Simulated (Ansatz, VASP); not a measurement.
GaN: VASP beside Ansatz

```
CELL_PARAMETERS angstrom
6.39313 0.00000 0.00000
0.00000 5.20857 0.00000
0.00000 0.00000 26.46508
ATOMIC_POSITIONS crystal
Ga 0.50000 0.00081 0.30229
Ga 0.00000 0.00081 0.30229
Ga 0.75000 0.50081 0.33715
Ga 0.25000 0.50081 0.33715
Ga 0.75000 0.00081 0.40689
Ga 0.25000 0.00081 0.40689
Ga 0.00010 0.50186 0.44006
Ga 0.49990 0.50296 0.44178
Ga 0.01025 0.00258 0.51128
Ga 0.48923 0.00337 0.51287
Ga 0.24367 0.48251 0.54327
Ga 0.75641 0.50119 0.54268
N 0.50000 0.62419 0.30229
N 0.00000 0.62419 0.30229
N 0.75000 0.12419 0.33715
N 0.25000 0.12419 0.33715
N 0.75000 0.62419 0.40689
N 0.25000 0.62419 0.40689
N 0.99874 0.12574 0.44047
N 0.50127 0.12476 0.44140
N 0.00068 0.62845 0.50957
N 0.49964 0.62692 0.51456
N 0.24807 0.12499 0.54552
N 0.75081 0.12957 0.54400
```

Alike in both runs: task single point; functional PBE; dispersion D3(BJ); k mesh 3 × 3 × 1; occupations gaussian, width 0.05 eV; no spin polarisation.

|  | VASP | Ansatz |
| --- | --- | --- |
| version | VASP 6.6.1 | Ansatz 0.2.0 |
| potentials or method | VASP PAW PBE potentials, release 64 (Ga_d, N), cutoff 520 eV | scalar-relativistic, plane waves, PAW |
| valence electrons in the cell | 216 | 216 |

VASP gave:

```
gap on the k mesh at the Fermi level (eV) : 0.50
least direct gap on the mesh (eV)         : 0.50
rms of the force components (eV/Å)        : 0.781
```

**Question.** Which values does Ansatz return?

**Answer.** gap on the k mesh at the Fermi level (eV): 0.51; least direct gap on the mesh (eV): 0.51; rms of the force components (eV/Å): 0.783.
